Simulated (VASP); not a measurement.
# Pr (Fd-3m) in VASP: single point with PBE

Aim: the single point of Pr with PBE.

All numbers are computed with VASP 6.6.1; they aren't measurements. Logs are shortened: lines on timing, memory, paths and dates and some standing lists are left out, and cuts for length are marked.

### Step 1. The cell of the first run

It takes space group Fd-3m (No. 227, cubic). Conventional cell: a = 5.943 Å, b = 5.943 Å, c = 5.943 Å, α = 90.00°, β = 90.00°, γ = 90.00°. Pr (site symmetry -43m) has 4 Pr at 2.57 Å within 3.4 Å.

This isn't the form of Pr at room conditions, which is double hcp.

### Step 2. Single point, PBE

The input, INCAR:

```
PREC     = Accurate       # precision mode
ENCUT    = 520            # plane-wave cutoff, eV
EDIFF    = 1E-6           # SCF threshold, eV
ISMEAR   = -1             # smearing method
SIGMA    = 0.06122561905347299 # smearing width, eV
LREAL    = False          # projectors in reciprocal space
LASPH    = True           # aspherical terms in the spheres
NELM     = 80             # most SCF steps
ALGO     = Normal         # electronic algorithm
ISIF     = 2              # what is computed and relaxed
LWAVE    = False          # write WAVECAR
LCHARG   = False          # write CHGCAR
GGA      = PE             # functional
NBANDS   = 20             # bands
```

The input, KPOINTS:

```
regular mesh
0
Gamma
  32 32 32
```

The input, POSCAR:

```
Pr
1.0
    0.0000000000      2.9715057721      2.9715057721
    2.9715057721      0.0000000000      2.9715057721
    2.9715057721      2.9715057721      0.0000000000
Pr
2
Direct
    0.0000000000      0.0000000000      0.0000000000
    0.2500000000      0.2500000000      0.2500000000
```

Potentials or basis: VASP PAW PBE potentials, release 64 (Pr).

Command:

```sh
> cat potpaw_PBE.64/Pr/POTCAR > POTCAR
> mpirun -np 1 vasp_std > vasp.out
```

OUTCAR:

```text
PREC = Accurate
   ENCUT = 520
   EDIFF = 1E-6
   ISMEAR = -1
   LREAL = False
   LASPH = True
   NELM = 80
   ISIF = 2
   GGA = PE

 ion  position               nearest neighbor table
   1  0.000  0.000  0.000-   2 2.57   2 2.57   2 2.57   2 2.57
   2  0.250  0.250  0.250-   1 2.57   1 2.57   1 2.57   1 2.57

  LATTYP: Found a face centered cubic cell.
 ALAT       =     5.9430115442

  Lattice vectors:

 A1 = (   0.0000000000,   2.9715057721,   2.9715057721)
 A2 = (   2.9715057721,   0.0000000000,   2.9715057721)
 A3 = (   2.9715057721,   2.9715057721,   0.0000000000)

Analysis of symmetry for initial positions (statically):
=====================================================================
 Subroutine PRICEL returns:
 Original cell was already a primitive cell.

 Routine SETGRP: Setting up the symmetry group for a
 face centered cubic supercell.

 Subroutine GETGRP returns: Found 48 space group operations
 (whereof 24 operations were pure point group operations)
 out of a pool of 48 trial point group operations.

The static configuration has the point symmetry T_d .
 The point group associated with its full space group is O_h .

Analysis of symmetry for dynamics (positions and initial velocities):
=====================================================================
 Subroutine PRICEL returns:
 Original cell was already a primitive cell.

 Routine SETGRP: Setting up the symmetry group for a
 face centered cubic supercell.

 Subroutine GETGRP returns: Found 48 space group operations
 (whereof 24 operations were pure point group operations)
 out of a pool of 48 trial point group operations.

The dynamic configuration has the point symmetry T_d .
 The point group associated with its full space group is O_h .

 Subroutine INISYM returns: Found 48 space group operations
 (whereof 24 operations are pure point group operations),
 and found     1 'primitive' translations

----------------------------------------------------------------------------------------

                                     Primitive cell

  volume of cell :      52.4759

  direct lattice vectors                    reciprocal lattice vectors
     0.000000000  2.971505772  2.971505772    -0.168264859  0.168264859  0.168264859
     2.971505772  0.000000000  2.971505772     0.168264859 -0.168264859  0.168264859
     2.971505772  2.971505772  0.000000000     0.168264859  0.168264859 -0.168264859

  length of vectors
     4.202343764  4.202343764  4.202343764     0.291443285  0.291443285  0.291443285

  position of ions in fractional coordinates (direct lattice)
     0.000000000  0.000000000  0.000000000
     0.250000000  0.250000000  0.250000000

  ion indices of the primitive-cell ions
   primitive index   ion index
                 1           1
                 2           2

----------------------------------------------------------------------------------------

 KPOINTS: regular mesh

Automatic generation of k-mesh.
 Grid dimensions read from file:
 generate k-points for:   32   32   32

 Generating k-lattice:

  Cartesian coordinates                     Fractional coordinates (reciprocal lattice)
    -0.005258277  0.005258277  0.005258277     0.031250000  0.000000000  0.000000000
     0.005258277 -0.005258277  0.005258277     0.000000000  0.031250000  0.000000000
     0.005258277  0.005258277 -0.005258277     0.000000000  0.000000000  0.031250000

  Length of vectors
     0.009107603  0.009107603  0.009107603

  Shift w.r.t. Gamma in fractional coordinates (k-lattice)
     0.000000000  0.000000000  0.000000000

 Subroutine IBZKPT returns following result:
 ===========================================

 Found    897 irreducible k-points:

 Following reciprocal coordinates:
            Coordinates               Weight
  0.000000  0.000000  0.000000      1.000000
  0.031250  0.000000  0.000000      8.000000
  0.062500  0.000000  0.000000      8.000000
  0.093750  0.000000  0.000000      8.000000
  0.125000  0.000000  0.000000      8.000000
  0.156250  0.000000  0.000000      8.000000
[... 16 lines left out ...]
  0.187500  0.031250  0.000000     24.000000
  0.218750  0.031250  0.000000     24.000000
 [... further k-points ...]
   k-points           NKPTS =    897   k-points in BZ     NKDIM =    897   number of bands    NBANDS=     20
   number of dos      NEDOS =    301   number of ions     NIONS =      2
   total plane-waves  NPLWV =  32768
   dimension x,y,z NGX =    32 NGY =   32 NGZ =   32
   dimension x,y,z NGXF=    64 NGYF=   64 NGZF=   64
   ions per type =               2
   NGX,Y,Z   is equivalent  to a cutoff of  12.66, 12.66, 12.66 a.u.
   NGXF,Y,Z  is equivalent  to a cutoff of  25.32, 25.32, 25.32 a.u.
 SYSTEM =  unknown system
   PREC   = accura    normal or accurate (medium, high low for compatibility)
   ISTART =      0    job   : 0-new  1-cont  2-samecut
   ICHARG =      2    charge: 1-file 2-atom 10-const
   ISPIN  =      1    spin polarized calculation?
   LNONCOLLINEAR =      F non collinear calculations
   LSORBIT =      F    spin-orbit coupling
   LASPH  =      T    aspherical Exc in radial PAW
   ENCUT  =  520.0 eV  38.22 Ry    6.18 a.u.   7.81  7.81  7.81*2*pi/ulx,y,z
   NELM   =     80;   NELMIN=  2; NELMDL= -5     # of ELM steps
   EDIFF  = 0.1E-05   stopping-criterion for ELM
   LREAL  =      F    real-space projection
   EDIFFG = 0.1E-04   stopping-criterion for IOM
   NSW    =      0    number of steps for IOM
   IBRION =     -1    ionic relax: 0-MD 1-quasi-New 2-CG
   NFREE  =      0    steps in history (QN), initial steepest desc. (CG)
   ISIF   =      2    stress and relaxation
   ISYM   =      2    0-nonsym 1-usesym 2-fastsym
   POTIM  = 0.5000    time-step for ionic-motion
   TEBEG  =    0.0;   TEEND  =   0.0 temperature during run
   PSTRESS=    0.0 pullay stress
   NELECT =      26.0000    total number of electrons
   NUPDOWN=      -1.0000    fix difference up-down
   EMIN   =  10.00;   EMAX   =-10.00  energy-range for DOS
   EFERMI =   0.00;   METHOD = LEGACY
   ISMEAR =    -1;   SIGMA  =   0.06  broadening in eV -4-tet -1-fermi 0-gaus
   EFERMI_NEDOS =   21; number of points for ismear=-14 and -15
   IALGO  =     38    algorithm
   IMIX   =      4    mixing-type and parameters
     AMIX     =   0.40;   BMIX     =  1.00
     AMIX_MAG =   1.60;   BMIX_MAG =  1.00
  volume/ion in A,a.u.               =      26.24       177.06
  Fermi-wavevector in a.u.,A,eV,Ry     =   1.295426  2.448001 22.832335  1.678129
  Thomas-Fermi vector in A             =   2.426947
   LORBIT       =      0    0 simple, 1 ext, 2 COOP (PROOUT), +10 PAW based schemes
   GGA     = PE    functional components
   LHFCALC =     F    Hartree Fock is set to
   AEXX    =    0.0000 exact exchange contribution
   IVDW    =     0    specifies the selected vdW correction
   LEPSILON=     F    determine dielectric tensor
   LRPA    =     F    only Hartree local field effects (RPA)
 non-spin polarized calculation
  energy-cutoff  :      520.00
  volume of cell :       52.48
 maximum number of plane-waves:      1429
   NGX = 15   NGY = 15   NGZ = 15

 number of electron      26.0000002 magnetization

 Free energy of the ion-electron system (eV)
  ---------------------------------------------------
  ext. energy  EPLUGINS =         0.00000000
  ---------------------------------------------------
  free energy    TOTEN  =        -9.86084850 eV

  energy without entropy =       -9.69849194  energy(sigma->0) =       -9.77967022

 E-fermi :   7.4552     XC(G=0): -10.9629

 val. band max:        7.4551871243   @ k =   0.2500   0.1562   0.0312
 cond. band min:       7.4555751820   @ k =  -0.3125   0.2812   0.0937
 fundamental gap:      0.0003880577
 Fermi energy:         7.4552372178

 k-point     1 :       0.0000    0.0000    0.0000
  band No.  band energies     occupation
      1     -29.2998      2.00000
      2     -26.1337      2.00000
      3     -11.7472      2.00000
      4     -11.7472      2.00000
      5     -11.7472      2.00000
      6      -8.5903      2.00000
[... 12 lines left out ...]
     19       8.7770      0.00000
     20       8.7775      0.00000

 k-point     2 :       0.0312    0.0000    0.0000
  band No.  band energies     occupation
      1     -29.2951      2.00000
      2     -26.1411      2.00000
      3     -11.7525      2.00000
      4     -11.7525      2.00000
      5     -11.7470      2.00000
      6      -8.5847      2.00000
[... 12 lines left out ...]
     19       8.7720      0.00000
     20       8.7726      0.00000

 k-point     3 :       0.0625    0.0000    0.0000
  band No.  band energies     occupation
      1     -29.2812      2.00000
      2     -26.1630      2.00000
      3     -11.7680      2.00000
      4     -11.7680      2.00000
      5     -11.7464      2.00000
      6      -8.5677      2.00000
[... 12 lines left out ...]
     19       8.7516      0.00000
     20       8.7582      0.00000

 k-point     4 :       0.0938    0.0000    0.0000
  band No.  band energies     occupation
      1     -29.2582      2.00000
      2     -26.1989      2.00000
      3     -11.7928      2.00000
      4     -11.7928      2.00000
      5     -11.7460      2.00000
      6      -8.5391      2.00000
[... 12 lines left out ...]
     19       8.7208      0.00000
     20       8.7387      0.00000

 k-point     5 :       0.1250    0.0000    0.0000
  band No.  band energies     occupation
      1     -29.2265      2.00000
      2     -26.2480      2.00000
      3     -11.8253      2.00000
      4     -11.8253      2.00000
      5     -11.7462      2.00000
      6      -8.4990      2.00000
[... 12 lines left out ...]
     19       8.6557      0.00000
     20       8.7184      0.00000

 k-point     6 :       0.1562    0.0000    0.0000
  band No.  band energies     occupation
      1     -29.1864      2.00000
      2     -26.3089      2.00000
      3     -11.8637      2.00000
      4     -11.8637      2.00000
      5     -11.7478      2.00000
      6      -8.4475      2.00000
[... 12 lines left out ...]
     19       8.5748      0.00000
     20       8.6981      0.00000

 k-point     7 :       0.1875    0.0000    0.0000
  band No.  band energies     occupation
      1     -29.1388      2.00000
      2     -26.3803      2.00000
      3     -11.9060      2.00000
      4     -11.9060      2.00000
      5     -11.7514      2.00000
      6      -8.3852      2.00000
[... 12 lines left out ...]
     19       8.4764      0.00000
     20       8.6795      0.00000
[... 277 lines left out ...]
 k-point    20 :       0.0938    0.0312    0.0000
  band No.  band energies     occupation
      1     -29.2627      2.00000
      2     -26.1919      2.00000
      3     -11.8031      2.00000
      4     -11.7965      2.00000
      5     -11.7214      2.00000
      6      -8.5861      2.00000
[... 12 lines left out ...]
     19       8.7235      0.00000
     20       8.7297      0.00000

 k-point    21 :       0.1250    0.0312    0.0000
  band No.  band energies     occupation
      1     -29.2339      2.00000
      2     -26.2366      2.00000
      3     -11.8368      2.00000
      4     -11.8254      2.00000
      5     -11.7179      2.00000
      6      -8.5603      2.00000
[... 12 lines left out ...]
     19       8.6709      0.00000
     20       8.7281      0.00000

 k-point    22 :       0.1562    0.0313    0.0000
  band No.  band energies     occupation
      1     -29.1965      2.00000
      2     -26.2936      2.00000
      3     -11.8761      2.00000
      4     -11.8609      2.00000
      5     -11.7162      2.00000
      6      -8.5227      2.00000
[... 12 lines left out ...]
     19       8.5982      0.00000
     20       8.6979      0.00000

 k-point    23 :       0.1875    0.0312    0.0000
  band No.  band energies     occupation
      1     -29.1514      2.00000
      2     -26.3616      2.00000
      3     -11.9190      2.00000
      4     -11.9017      2.00000
      5     -11.7165      2.00000
      6      -8.4744      2.00000
[... 12 lines left out ...]
     19       8.5082      0.00000
     20       8.6738      0.00000

 k-point    24 :       0.2187    0.0313    0.0000
  band No.  band energies     occupation
      1     -29.0991      2.00000
      2     -26.4388      2.00000
      3     -11.9635      2.00000
      4     -11.9460      2.00000
      5     -11.7190      2.00000
      6      -8.4171      2.00000
[... 12 lines left out ...]
     19       8.4053      0.00000
     20       8.6675      0.00000

 [... further k-points ...]

------------------------ aborting loop because EDIFF is reached ----------------------------------------

  FORCE on cell =-STRESS in cart. coord.  units (eV):
  Direction    XX          YY          ZZ          XY          YZ          ZX
  --------------------------------------------------------------------------------------
  -------------------------------------------------------------------------------------
  Total        0.0100420      0.0100420      0.0100420     -0.0000000      0.0000000      0.0000000
  in kB        0.3065984      0.3065984      0.3065984     -0.0000000      0.0000000      0.0000000
  external PRESSURE =       0.3065984 kB  Pullay stress =       0.0000000 kB

 VOLUME and BASIS-vectors are now :
 -----------------------------------------------------------------------------
  energy-cutoff  :      520.00
  volume of cell :       52.48
      direct lattice vectors                 reciprocal lattice vectors
     0.000000000  2.971505772  2.971505772    -0.168264859  0.168264859  0.168264859
     2.971505772  0.000000000  2.971505772     0.168264859 -0.168264859  0.168264859
     2.971505772  2.971505772  0.000000000     0.168264859  0.168264859 -0.168264859

 POSITION                                       TOTAL-FORCE (eV/Angst)
 -----------------------------------------------------------------------------------
      0.00000      0.00000      0.00000         0.000000      0.000000      0.000000
      1.48575      1.48575      1.48575        -0.000000     -0.000000     -0.000000
 -----------------------------------------------------------------------------------
    total drift:                               -0.000000     -0.000000      0.000000

  FREE ENERGIE OF THE ION-ELECTRON SYSTEM (eV)
  ---------------------------------------------------
  free  energy   TOTEN  =        -9.8608485024 eV

  energy  without entropy=       -9.6984919366  energy(sigma->0) =       -9.77967022
```

It took 7.5 min on 1 thread of Intel Xeon 6975P-C (Granite Rapids), shared host; peak memory 0.92 GiB.

What came out:

```
Free energy            : -9.8608 eV
Pressure               : 0.0 GPa
Band gap on the k mesh : zero (bands 13 and 14 overlap by 0.47 eV)
```

Caveat: spin-orbit coupling is left out, which moves the levels of the heavy elements; semilocal functionals describe open f shells poorly, which spoils levels, moments and volumes. Spin polarisation is off, so any magnetic state and its effect on volume and gap are missing.
